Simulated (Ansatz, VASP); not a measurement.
## NaP2 in VASP and in Ansatz

```xyz
6
Lattice="4.3424 0.0000 0.0000 0.0000 4.3424 0.0000 0.0000 0.0000 6.2513" Properties=species:S:1:pos:R:3 pbc="T T T"
Na    0.0000    0.0000    0.0000
Na    2.1712    2.1712    3.1257
P     0.0000    2.1712    1.2690
P     0.0000    2.1712    4.3947
P     2.1712    0.0000    1.8566
P     2.1712    0.0000    4.9823
```

Alike in both runs: task relaxation of cell and atoms; functional PBE; k mesh 4 × 4 × 4; occupations gaussian, width 0.1 eV; no spin polarisation.

```csv
,VASP,Ansatz
version,VASP 6.6.1,Ansatz 0.2.0
potentials or method,"VASP PAW PBE potentials, release 64 (Na_pv, P), cutoff 600 eV","scalar-relativistic, plane waves, PAW"
valence electrons in the cell,34,38
```

|  | VASP | Ansatz | Ansatz less VASP |
| --- | --- | --- | --- |
| gap on the k mesh at the Fermi level, each at its own relaxed structure (eV) | none | none | - |
| relaxed volume (Å³/atom) | 19.48 | 19.41 | -0.072 |
| relaxed cell length with the largest relative difference (Å) | 6.108 | 6.157 | +0.0488 |

A gap of «none» marks a metal or a gap that the smearing closes. VASP's potentials hold 34 valence electrons a cell and Ansatz's 38, so a difference there can come from the potentials and not from the codes.

The k mesh is coarse, so the values compare programs but aren't converged. Noted on VASP's run: too few bands were computed for a metal, which touches its energy and stress.
